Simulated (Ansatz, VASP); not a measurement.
**Two plane-wave programs on Sb**

```xyz
2
Lattice="2.1542 1.2437 3.7580 -2.1542 1.2437 3.7580 0.0000 -2.4875 3.7580" Properties=species:S:1:pos:R:3 pbc="T T T"
Sb    0.0000    0.0000    8.6416
Sb    0.0000    0.0000    2.6324
```

Alike in both runs: task relaxation of cell and atoms; functional revPBE; dispersion D4; k mesh 8 × 8 × 8; occupations fermi-dirac, width 0.05 eV; no spin polarisation.

```csv
,VASP,Ansatz
version,VASP 6.6.1,Ansatz 0.2.0
potentials or method,"VASP PAW PBE potentials, release 64 (Sb)",Ansatz PAW
plane-wave cutoff (eV),600,420
valence electrons in the cell,10,30
```

Ansatz gave:

- gap on the k mesh at the Fermi level, each at its own relaxed structure (eV): none
- relaxed volume (Å³/atom): 29.24
- relaxed length of the cell vector where the two differ most in proportion (Å): 4.409

Task: Estimate VASP's values.

Result: gap on the k mesh at the Fermi level, each at its own relaxed structure (eV): none; relaxed volume (Å³/atom): 29.19; relaxed length of the cell vector where the two differ most in proportion (Å): 4.402.

VASP's potentials were made for PBE, not for revPBE. A gap of «none» marks a metal or a gap that the smearing closes. VASP's potentials hold 10 valence electrons a cell and Ansatz's 30, so a difference there can come from the potentials and not from the codes.

Spin-orbit coupling is off throughout. Noted on Ansatz's run: the plane-wave basis is chosen anew once the cell has moved, so the energies of steps on either side of that aren't comparable.
